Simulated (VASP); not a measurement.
# AgI (P6_3mc) in VASP: single point with r2SCAN

Aim: the single point of AgI with r2SCAN.

Program: VASP 6.6.1. These are calculated values, not measurements. Logs are shortened: lines on timing, memory, paths and dates and some standing lists are left out, and cuts for length are marked.

### Step 1. The cell of the first run

Symmetry: P6_3mc, No. 186, hexagonal system. Conventional cell: a = 4.650 Å, b = 4.650 Å, c = 7.598 Å, α = 90.00°, β = 90.00°, γ = 120.00°. Ag (site symmetry 3m) has 4 I at 2.85 Å within 3.8 Å. Within 3.8 Å of I (site symmetry 3m) lie 4 Ag at 2.85 Å.

### Step 2. Single point, r2SCAN

Input file POSCAR:

```
AgI
1.0
    4.6495703019      0.0000000000      0.0000000000
   -2.3247851510      4.0266459982      0.0000000000
    0.0000000000      0.0000000000      7.5983660389
Ag I
2 2
Direct
    0.6666666667      0.3333333333      0.6275119042
    0.3333333333      0.6666666667      0.1275119042
    0.6666666667      0.3333333333      0.0024880958
    0.3333333333      0.6666666667      0.5024880958
```

Input file INCAR.step1:

```
PREC = Accurate
ENCUT = 550
ISMEAR = -1
SIGMA = 0.08
LREAL = F
LASPH = T
NELM = 120
NBANDS = 26
GGA = PE
ALGO = Normal
EDIFF = 1E-5
LWAVE = T
LCHARG = F
GGA_COMPAT = F
```

Input file INCAR.step2:

```
PREC = Accurate
ENCUT = 550
EDIFF = 1E-6
ISMEAR = -1
SIGMA = 0.08
LREAL = F
LASPH = T
NELM = 120
ALGO = Normal
ISIF = 2
LWAVE = F
LCHARG = T
METAGGA = R2SCAN
LMIXTAU = T
LELF = T
LVHAR = T
NBANDS = 26
ISTART = 1
GGA_COMPAT = F
```

Input file KPOINTS:

```
regular mesh
0
Gamma
  8 8 4
```

Potentials or basis: VASP PAW PBE potentials, release 64 (Ag, I).

On the command line:

```sh
> cat potpaw_PBE.64/Ag/POTCAR potpaw_PBE.64/I/POTCAR > POTCAR
> cp INCAR.step1 INCAR
> mpirun -np 1 vasp_std > vasp.out
> cp INCAR.step2 INCAR
> mpirun -np 1 vasp_std > vasp.out
```

OUTCAR:

```text
PREC = Accurate
   ENCUT = 550
   EDIFF = 1E-6
   ISMEAR = -1
   LREAL = F
   LASPH = T
   NELM = 120
   ISIF = 2
   METAGGA = R2SCAN
   ISTART = 1

 ion  position               nearest neighbor table
   1  0.667  0.333  0.628-   4 2.85   4 2.85   4 2.85   3 2.85
   2  0.333  0.667  0.128-   3 2.85   3 2.85   3 2.85   4 2.85
   3  0.667  0.333  0.002-   2 2.85   2 2.85   2 2.85   1 2.85
   4  0.333  0.667  0.502-   1 2.85   1 2.85   1 2.85   2 2.85

  LATTYP: Found a hexagonal cell.
 ALAT       =     4.6495703019
 C/A-ratio  =     1.6342082269

  Lattice vectors:

 A1 = (   4.6495703019,   0.0000000000,   0.0000000000)
 A2 = (  -2.3247851510,   4.0266459982,   0.0000000000)
 A3 = (   0.0000000000,   0.0000000000,   7.5983660389)

Analysis of symmetry for initial positions (statically):
=====================================================================
 Subroutine PRICEL returns:
 Original cell was already a primitive cell.

 Routine SETGRP: Setting up the symmetry group for a
 hexagonal supercell.

 Subroutine GETGRP returns: Found 12 space group operations
 (whereof  6 operations were pure point group operations)
 out of a pool of 24 trial point group operations.

The static configuration has the point symmetry C_3v.
 The point group associated with its full space group is C_6v.

Analysis of symmetry for dynamics (positions and initial velocities):
=====================================================================
 Subroutine PRICEL returns:
 Original cell was already a primitive cell.

 Routine SETGRP: Setting up the symmetry group for a
 hexagonal supercell.

 Subroutine GETGRP returns: Found 12 space group operations
 (whereof  6 operations were pure point group operations)
 out of a pool of 24 trial point group operations.

The dynamic configuration has the point symmetry C_3v.
 The point group associated with its full space group is C_6v.

 Subroutine INISYM returns: Found 12 space group operations
 (whereof  6 operations are pure point group operations),
 and found     1 'primitive' translations

----------------------------------------------------------------------------------------

                                     Primitive cell

  volume of cell :     142.2579

[... 88 lines left out ...]
   LSORBIT =      F    spin-orbit coupling
   LASPH  =      T    aspherical Exc in radial PAW
   ENCUT  =  550.0 eV  40.42 Ry    6.36 a.u.   8.89  8.89 14.53*2*pi/ulx,y,z
   NELM   =    120;   NELMIN=  2; NELMDL=  0     # of ELM steps
   EDIFF  = 0.1E-05   stopping-criterion for ELM
   LREAL  =      F    real-space projection
   EDIFFG = 0.1E-04   stopping-criterion for IOM
   NSW    =      0    number of steps for IOM
   IBRION =     -1    ionic relax: 0-MD 1-quasi-New 2-CG
   NFREE  =      0    steps in history (QN), initial steepest desc. (CG)
   ISIF   =      2    stress and relaxation
   ISYM   =      2    0-nonsym 1-usesym 2-fastsym
   POTIM  = 0.5000    time-step for ionic-motion
   TEBEG  =    0.0;   TEEND  =   0.0 temperature during run
   PSTRESS=    0.0 pullay stress
   NELECT =      36.0000    total number of electrons
   NUPDOWN=      -1.0000    fix difference up-down
   EMIN   =  10.00;   EMAX   =-10.00  energy-range for DOS
   EFERMI =   0.00;   METHOD = LEGACY
   ISMEAR =    -1;   SIGMA  =   0.08  broadening in eV -4-tet -1-fermi 0-gaus
   EFERMI_NEDOS =   21; number of points for ismear=-14 and -15
   IALGO  =     38    algorithm
   IMIX   =      4    mixing-type and parameters
     AMIX     =   0.40;   BMIX     =  1.00
     AMIX_MAG =   1.60;   BMIX_MAG =  1.00
  volume/ion in A,a.u.               =      35.56       240.00
  Fermi-wavevector in a.u.,A,eV,Ry     =   1.035500  1.956812 14.588991  1.072261
  Thomas-Fermi vector in A             =   2.169846
   LORBIT       =      0    0 simple, 1 ext, 2 COOP (PROOUT), +10 PAW based schemes
   METAGGA = R2SCAN    functional components
   LHFCALC =     F    Hartree Fock is set to
   AEXX    =    0.0000 exact exchange contribution
   IVDW    =     0    specifies the selected vdW correction
   LEPSILON=     F    determine dielectric tensor
   LRPA    =     F    only Hartree local field effects (RPA)
 non-spin polarized calculation
  energy-cutoff  :      550.00
  volume of cell :      142.26
 maximum number of plane-waves:      4205
 NGX is ok and might be reduce to    36
   NGX = 17   NGY = 17   NGZ = 29

 number of electron      36.0000007 magnetization

 Free energy of the ion-electron system (eV)
  ---------------------------------------------------
  ext. energy  EPLUGINS =         0.00000000
  ---------------------------------------------------
  free energy    TOTEN  =       -93.05301435 eV

  energy without entropy =      -93.05301384  energy(sigma->0) =      -93.05301410

 E-fermi :   3.4546     XC(G=0):  -8.7549

 val. band max:        2.4575837149   @ k =   0.0000   0.0000   0.0000
 cond. band min:       4.2867523518   @ k =   0.0000   0.0000   0.0000
 fundamental gap:      1.8291686369
 Fermi energy:         3.4545596943

 k-point     1 :       0.0000    0.0000    0.0000
  band No.  band energies     occupation
      1     -10.5411      2.00000
      2     -10.2665      2.00000
      3      -1.6285      2.00000
      4      -1.6275      2.00000
      5      -1.6275      2.00000
      6      -1.5263      2.00000
[... 685 lines left out ...]
     25      10.2906      0.00000
     26      10.2906      0.00000

 [... further k-points ...]

------------------------ aborting loop because EDIFF is reached ----------------------------------------

  FORCE on cell =-STRESS in cart. coord.  units (eV):
  Direction    XX          YY          ZZ          XY          YZ          ZX
  --------------------------------------------------------------------------------------
  -------------------------------------------------------------------------------------
  Total       -0.0903238     -0.0903238     -0.0917673      0.0000000      0.0000000      0.0000000
  in kB       -1.0172706     -1.0172706     -1.0335273      0.0000000      0.0000000      0.0000000
  external PRESSURE =      -1.0226895 kB  Pullay stress =       0.0000000 kB

 VOLUME and BASIS-vectors are now :
 -----------------------------------------------------------------------------
  energy-cutoff  :      550.00
  volume of cell :      142.26
      direct lattice vectors                 reciprocal lattice vectors
     4.649570302  0.000000000  0.000000000     0.215073638  0.124172823  0.000000000
    -2.324785151  4.026645998  0.000000000     0.000000000  0.248345646  0.000000000
     0.000000000  0.000000000  7.598366039     0.000000000  0.000000000  0.131607242

 POSITION                                       TOTAL-FORCE (eV/Angst)
 -----------------------------------------------------------------------------------
      2.32479      1.34222      4.76807         0.000000     -0.000000     -0.000769
     -0.00000      2.68443      0.96888        -0.000000      0.000000     -0.000769
      2.32479      1.34222      0.01891        -0.000000      0.000000      0.000769
     -0.00000      2.68443      3.81809         0.000000      0.000000      0.000769
 -----------------------------------------------------------------------------------
    total drift:                               -0.000000      0.000000     -0.000841

  FREE ENERGIE OF THE ION-ELECTRON SYSTEM (eV)
  ---------------------------------------------------
  free  energy   TOTEN  =       -93.0530143504 eV

  energy  without entropy=      -93.0530138449  energy(sigma->0) =      -93.05301410
```

It took 12 min on 1 thread of AMD EPYC 7R43 (Zen 3), shared host; peak memory 0.32 GiB.

What came out:

```
Free energy            : -93.0530 eV
Pressure               : -0.1 GPa
Band gap on the k mesh : 1.83 eV
```

Caveat: the PAW data sets were made with another functional, which shifts forces and pressure a little; spin-orbit coupling is left out, which moves the levels of the heavy elements.
